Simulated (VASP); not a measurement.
Here is a VASP 6.6.1 calculation.

Contents of INCAR:

```
PREC = Accurate
ENCUT = 600
EDIFF = 1E-6
ISMEAR = -1
SIGMA = 0.08
LREAL = False
LASPH = True
NELM = 100
ALGO = Normal
ISIF = 3
LWAVE = False
LCHARG = False
GGA = PE
IBRION = 2
NSW = 60
EDIFFG = -0.005
PSTRESS = 2000.0
```

File KPOINTS:

```
Automatic mesh
0
Gamma
  19 19 10
```

Contents of POSCAR:

```
S
1.0
    2.2619677170      0.0000000000      0.0000000000
   -1.1309838585      1.9589215054      0.0000000000
    0.0000000000      0.0000000000      3.6643877015
S
2
Direct
    0.3333333333      0.6666666667      0.2500000000
    0.6666666667      0.3333333333      0.7500000000
```

Potentials or basis: VASP PAW PBE potentials, release 64 (S).

Launch:

```sh
$ cat potpaw_PBE.64/S/POTCAR > POTCAR
$ mpirun -np 1 vasp_std > vasp.out
```

(1) Predict the relaxed volume.

(2) What does it give for the space group after relaxing (to 0.05 Å)?

(3) Estimate the relaxed cell.

(4) Predict the band gap on the k mesh.

Answers

(1) 8.16 Å³/atom.

(2) P6_3/mmc (No. 194).

(3) a = 2.395 Å, b = 2.395 Å, c = 3.282 Å, α = 90.00°, β = 90.00°, γ = 120.00°.

(4) zero (band 6 reaches 25.04 eV, above the bottom of band 7 at 15.47 eV).

Caveat: the cell is relaxed towards a set pressure, so the enthalpy falls and the energy may rise.
